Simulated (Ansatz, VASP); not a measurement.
Two plane-wave programs on TaF3

```
Ta F
1.0
     4.33195    0.00000    0.00000
    -2.16598    3.75158    0.00000
     0.00000    0.00000    2.91098
Ta F
1 3
Direct
  0.00000 0.00000 0.00000
  0.50000 0.00000 0.00000
  0.00000 0.50000 0.00000
  0.50000 0.50000 0.00000
```

Alike in both runs: functional PBE; k mesh 12 × 12 × 16; occupations gaussian, width 0.1 eV; no spin polarisation.

Ansatz relaxed the structure, and its values are those at the end. VASP's run is a single point on that final structure, the one shown.

|  | VASP | Ansatz |
| --- | --- | --- |
| version | VASP 6.6.1 | Ansatz 0.2.0 |
| potentials or method | VASP PAW PBE potentials, release 64 (Ta_sv_GW, F), cutoff 700 eV | scalar-relativistic, plane waves, PAW |
| valence electrons in the cell | 34 | 34 |

VASP gave:

* gap on the k mesh at the Fermi level (eV): none
* pressure (GPa): -0.6

Task: Estimate Ansatz's values.

Result: gap on the k mesh at the Fermi level (eV): none; pressure (GPa): 0.0.

A gap of «none» marks a metal or a gap that the smearing closes.

Neither program's run includes spin-orbit coupling.
